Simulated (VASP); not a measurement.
# Mg (I4/mmm) in VASP: further runs

The runs below take Mg through single point, relaxation of cell and atoms, with r2SCAN.

All numbers are computed with VASP 6.6.1; they aren't measurements. Logs are shortened: lines on timing, memory, paths and dates and some standing lists are left out, and cuts for length are marked.

## (1) The cell of the first run

The typed cell holds 1 atom: a = 3.083 Å, b = 3.083 Å, c = 3.083 Å, α = 109.48°, β = 109.48°, γ = 109.45°.

This isn't the form of Mg at room conditions, which is hcp.

## (2) Single point, r2SCAN

POSCAR

```
Mg
1.0
   -1.7796151293      1.7796151293      1.7804428806
    1.7796151293     -1.7796151293      1.7804428806
    1.7796151293      1.7796151293     -1.7804428806
Mg
1
Direct
    0.0000000000      0.0000000000      0.0000000000
```

INCAR.step1

```
ALGO = Normal
EDIFF = 1E-4
ENCUT = 520
GGA = PE
ISMEAR = -1
LASPH = True
LCHARG = False
LREAL = False
LWAVE = True
NBANDS = 7
NELM = 100
PREC = Accurate
SIGMA = 0.15
```

INCAR.step2

```
ALGO = Normal
EDIFF = 1E-6
ENCUT = 520
ISIF = 2
ISMEAR = -1
ISTART = 1
LASPH = True
LCHARG = False
LMIXTAU = True
LREAL = False
LWAVE = False
METAGGA = R2SCAN
NBANDS = 7
NELM = 100
PREC = Accurate
SIGMA = 0.15
```

KPOINTS

```
k-points
0
Gamma
  16 16 16
```

Potentials or basis: VASP PAW PBE potentials, release 64 (Mg).

Run with:

```console
$ cat potpaw_PBE.64/Mg/POTCAR > POTCAR
$ cp INCAR.step1 INCAR
$ mpirun -np 1 vasp_std > vasp.out
$ cp INCAR.step2 INCAR
$ mpirun -np 1 vasp_std > vasp.out
```

OUTCAR:

```text
EDIFF = 1E-6
   ENCUT = 520
   ISIF = 2
   ISMEAR = -1
   ISTART = 1
   LASPH = True
   LREAL = False
   METAGGA = R2SCAN
   NELM = 100
   PREC = Accurate

 ion  position               nearest neighbor table
   1  0.000  0.000  0.000-

  LATTYP: Found a body centered tetragonal cell.
 ALAT       =     3.5592302586
 C/A-ratio  =     1.0004651294

  Lattice vectors:

 A1 = (  -1.7796151293,   1.7796151293,   1.7804428806)
 A2 = (   1.7796151293,  -1.7796151293,   1.7804428806)
 A3 = (   1.7796151293,   1.7796151293,  -1.7804428806)

Analysis of symmetry for initial positions (statically):
=====================================================================
 Subroutine PRICEL returns:
 Original cell was already a primitive cell.

 Routine SETGRP: Setting up the symmetry group for a
 body centered tetragonal supercell.

 Subroutine GETGRP returns: Found 16 space group operations
 (whereof 16 operations were pure point group operations)
 out of a pool of 16 trial point group operations.

The static configuration has the point symmetry D_4h.

Analysis of symmetry for dynamics (positions and initial velocities):
=====================================================================
 Subroutine PRICEL returns:
 Original cell was already a primitive cell.

 Routine SETGRP: Setting up the symmetry group for a
 body centered tetragonal supercell.

 Subroutine GETGRP returns: Found 16 space group operations
 (whereof 16 operations were pure point group operations)
 out of a pool of 16 trial point group operations.

The dynamic configuration has the point symmetry D_4h.

 Subroutine INISYM returns: Found 16 space group operations
 (whereof 16 operations are pure point group operations),
 and found     1 'primitive' translations

----------------------------------------------------------------------------------------

                                     Primitive cell

  volume of cell :      22.5549

  direct lattice vectors                    reciprocal lattice vectors
    -1.779615129  1.779615129  1.780442881     0.000000000  0.280959625  0.280829004
     1.779615129 -1.779615129  1.780442881     0.280959625  0.000000000  0.280829004
     1.779615129  1.779615129 -1.780442881     0.280959625  0.280959625  0.000000000

  length of vectors
     3.082861798  3.082861798  3.082861798     0.397244560  0.397244560  0.397336913

  position of ions in fractional coordinates (direct lattice)
     0.000000000  0.000000000  0.000000000

  ion indices of the primitive-cell ions
   primitive index   ion index
                 1           1

----------------------------------------------------------------------------------------

 KPOINTS: k-points

Automatic generation of k-mesh.
 Grid dimensions read from file:
 generate k-points for:   16   16   16

 Generating k-lattice:

  Cartesian coordinates                     Fractional coordinates (reciprocal lattice)
     0.000000000  0.017559977  0.017551813     0.062500000  0.000000000 -0.000000000
     0.017559977  0.000000000  0.017551813     0.000000000  0.062500000 -0.000000000
     0.017559977  0.017559977  0.000000000     0.000000000  0.000000000  0.062500000

  Length of vectors
     0.024827785  0.024827785  0.024833557

  Shift w.r.t. Gamma in fractional coordinates (k-lattice)
     0.000000000  0.000000000  0.000000000

 Subroutine IBZKPT returns following result:
 ===========================================

 Found    349 irreducible k-points:

 Following reciprocal coordinates:
            Coordinates               Weight
  0.000000  0.000000  0.000000      1.000000
  0.062500  0.000000  0.000000      8.000000
  0.125000  0.000000  0.000000      8.000000
  0.187500 -0.000000  0.000000      8.000000
  0.250000  0.000000  0.000000      8.000000
  0.312500  0.000000  0.000000      8.000000
[... 16 lines left out ...]
 -0.125000  0.062500  0.000000     16.000000
 -0.062500  0.062500  0.000000      4.000000
 [... further k-points ...]
   k-points           NKPTS =    349   k-points in BZ     NKDIM =    349   number of bands    NBANDS=      7
   number of dos      NEDOS =    301   number of ions     NIONS =      1
   total plane-waves  NPLWV =  13824
   dimension x,y,z NGX =    24 NGY =   24 NGZ =   24
   dimension x,y,z NGXF=    48 NGYF=   48 NGZF=   48
   ions per type =               1
   NGX,Y,Z   is equivalent  to a cutoff of  12.94, 12.94, 12.94 a.u.
   NGXF,Y,Z  is equivalent  to a cutoff of  25.88, 25.88, 25.88 a.u.
 SYSTEM =  unknown system
   PREC   = accura    normal or accurate (medium, high low for compatibility)
   ISTART =      1    job   : 0-new  1-cont  2-samecut
   ICHARG =      0    charge: 1-file 2-atom 10-const
   ISPIN  =      1    spin polarized calculation?
   LNONCOLLINEAR =      F non collinear calculations
   LSORBIT =      F    spin-orbit coupling
   LASPH  =      T    aspherical Exc in radial PAW
   ENCUT  =  520.0 eV  38.22 Ry    6.18 a.u.   5.73  5.73  5.73*2*pi/ulx,y,z
   NELM   =    100;   NELMIN=  2; NELMDL=  0     # of ELM steps
   EDIFF  = 0.1E-05   stopping-criterion for ELM
   LREAL  =      F    real-space projection
   EDIFFG = 0.1E-04   stopping-criterion for IOM
   NSW    =      0    number of steps for IOM
   IBRION =     -1    ionic relax: 0-MD 1-quasi-New 2-CG
   NFREE  =      0    steps in history (QN), initial steepest desc. (CG)
   ISIF   =      2    stress and relaxation
   ISYM   =      2    0-nonsym 1-usesym 2-fastsym
   POTIM  = 0.5000    time-step for ionic-motion
   TEBEG  =    0.0;   TEEND  =   0.0 temperature during run
   PSTRESS=    0.0 pullay stress
   NELECT =       2.0000    total number of electrons
   NUPDOWN=      -1.0000    fix difference up-down
   EMIN   =  10.00;   EMAX   =-10.00  energy-range for DOS
   EFERMI =   0.00;   METHOD = LEGACY
   ISMEAR =    -1;   SIGMA  =   0.15  broadening in eV -4-tet -1-fermi 0-gaus
   EFERMI_NEDOS =   21; number of points for ismear=-14 and -15
   IALGO  =     38    algorithm
   IMIX   =      4    mixing-type and parameters
     AMIX     =   0.40;   BMIX     =  1.00
     AMIX_MAG =   1.60;   BMIX_MAG =  1.00
  volume/ion in A,a.u.               =      22.55       152.21
  Fermi-wavevector in a.u.,A,eV,Ry     =   0.730026  1.379548  7.251053  0.532937
  Thomas-Fermi vector in A             =   1.821893
   LORBIT       =      0    0 simple, 1 ext, 2 COOP (PROOUT), +10 PAW based schemes
   METAGGA = R2SCAN    functional components
   LHFCALC =     F    Hartree Fock is set to
   AEXX    =    0.0000 exact exchange contribution
   IVDW    =     0    specifies the selected vdW correction
   LEPSILON=     F    determine dielectric tensor
   LRPA    =     F    only Hartree local field effects (RPA)
 non-spin polarized calculation
  energy-cutoff  :      520.00
  volume of cell :       22.55
 maximum number of plane-waves:       625
   NGX = 11   NGY = 11   NGZ = 11

 number of electron       2.0000000 magnetization

 Free energy of the ion-electron system (eV)
  ---------------------------------------------------
  ext. energy  EPLUGINS =         0.00000000
  ---------------------------------------------------
  free energy    TOTEN  =        -4.13525549 eV

  energy without entropy =       -4.10580338  energy(sigma->0) =       -4.12052944

 E-fermi :   2.7776     XC(G=0):  -9.0966

 val. band max:        2.7422734468   @ k =   0.5000   0.5000   0.1875
 cond. band min:       2.7799569228   @ k =   0.3125   0.2500   0.1250
 fundamental gap:      0.0376834760
 Fermi energy:         2.7776132480

 k-point     1 :       0.0000    0.0000    0.0000
  band No.  band energies     occupation
      1      -4.7223      2.00000
      2      16.7809      0.00000
      3      16.7809      0.00000
      4      16.7909      0.00000
      5      18.9540      0.00000
      6      18.9654      0.00000
      7      19.3990      0.00000

 k-point     2 :       0.0625    0.0000    0.0000
  band No.  band energies     occupation
      1      -4.6233      2.00000
      2      15.6190      0.00000
      3      16.2611      0.00000
      4      16.3528      0.00000
      5      18.0032      0.00000
      6      18.1272      0.00000
      7      19.5292      0.00000

 k-point     3 :       0.1250    0.0000    0.0000
  band No.  band energies     occupation
      1      -4.3268      2.00000
      2      13.3624      0.00000
      3      15.2846      0.00000
      4      15.5651      0.00000
      5      16.9039      0.00000
      6      17.6337      0.00000
      7      19.7610      0.00000

 k-point     4 :       0.1875   -0.0000    0.0000
  band No.  band energies     occupation
      1      -3.8347      2.00000
      2      11.0441      0.00000
      3      14.3242      0.00000
      4      14.8031      0.00000
      5      15.9549      0.00000
      6      17.1179      0.00000
      7      20.2157      0.00000

 k-point     5 :       0.2500    0.0000    0.0000
  band No.  band energies     occupation
      1      -3.1499      2.00000
      2       8.8327      0.00000
      3      13.4987      0.00000
      4      14.1553      0.00000
      5      15.1757      0.00000
      6      16.5774      0.00000
      7      20.8638      0.00000
[... 161 lines left out ...]
 k-point    22 :      -0.1875    0.0625   -0.0000
  band No.  band energies     occupation
      1      -4.0311      2.00000
      2      12.2150      0.00000
      3      13.6102      0.00000
      4      15.0765      0.00000
      5      16.8644      0.00000
      6      17.8563      0.00000
      7      19.5140      0.00000

 k-point    23 :      -0.1250    0.0625    0.0000
  band No.  band energies     occupation
      1      -4.4255      2.00000
      2      14.3984      0.00000
      3      14.7252      0.00000
      4      15.8714      0.00000
      5      17.5021      0.00000
      6      18.0204      0.00000
      7      19.7530      0.00000

 k-point    24 :      -0.0625    0.0625    0.0000
  band No.  band energies     occupation
      1      -4.6233      2.00000
      2      15.6284      0.00000
      3      16.2556      0.00000
      4      16.3470      0.00000
      5      17.9954      0.00000
      6      18.1338      0.00000
      7      19.5285      0.00000

 [... further k-points ...]

------------------------ aborting loop because EDIFF is reached ----------------------------------------

  FORCE on cell =-STRESS in cart. coord.  units (eV):
  Direction    XX          YY          ZZ          XY          YZ          ZX
  --------------------------------------------------------------------------------------
  -------------------------------------------------------------------------------------
  Total       -0.0371243     -0.0371243     -0.0374495      0.0000000      0.0000000      0.0000000
  in kB       -2.6371121     -2.6371121     -2.6602139      0.0000000      0.0000000      0.0000000
  external PRESSURE =      -2.6448127 kB  Pullay stress =       0.0000000 kB

 VOLUME and BASIS-vectors are now :
 -----------------------------------------------------------------------------
  energy-cutoff  :      520.00
  volume of cell :       22.55
      direct lattice vectors                 reciprocal lattice vectors
    -1.779615129  1.779615129  1.780442881     0.000000000  0.280959625  0.280829004
     1.779615129 -1.779615129  1.780442881     0.280959625  0.000000000  0.280829004
     1.779615129  1.779615129 -1.780442881     0.280959625  0.280959625  0.000000000

 POSITION                                       TOTAL-FORCE (eV/Angst)
 -----------------------------------------------------------------------------------
      0.00000      0.00000      0.00000        -0.000000      0.000000      0.000000
 -----------------------------------------------------------------------------------
    total drift:                                0.000000      0.000000      0.000000

  FREE ENERGIE OF THE ION-ELECTRON SYSTEM (eV)
  ---------------------------------------------------
  free  energy   TOTEN  =        -4.1352554886 eV

  energy  without entropy=       -4.1058033824  energy(sigma->0) =       -4.12052944
```

It took 74 s on 1 thread of Intel Xeon Platinum 8259CL at 2.50GHz (Skylake/Cascade Lake), shared host; peak memory 0.19 GiB.

Results:

- Free energy: -4.1353 eV
- Pressure: -0.3 GPa
- Band gap on the k mesh: zero (bands 1 and 2 overlap by 5.02 eV)

Levels at points of the mesh, in eV from the Fermi level:
```csv
k point,band 1,band 2,band 3,band 4,band 5
"(0.00, 0.00, 0.00)",-7.50,14.00,14.00,14.01,16.18
"(0.50, 0.00, 0.00)",-1.73,-0.88,9.21,10.21,11.01
"(0.50, 0.50, 0.00)",-1.73,-0.88,9.20,10.20,11.00
"(0.50, 0.50, 0.50)",4.14,4.14,4.16,4.17,4.17
```

Caveat: the PAW data sets were made with another functional, which shifts forces and pressure a little.

(Part 1 of 2 ends here.)

The gap in the log of VASP goes by the Fermi energy; the results here count the filled bands.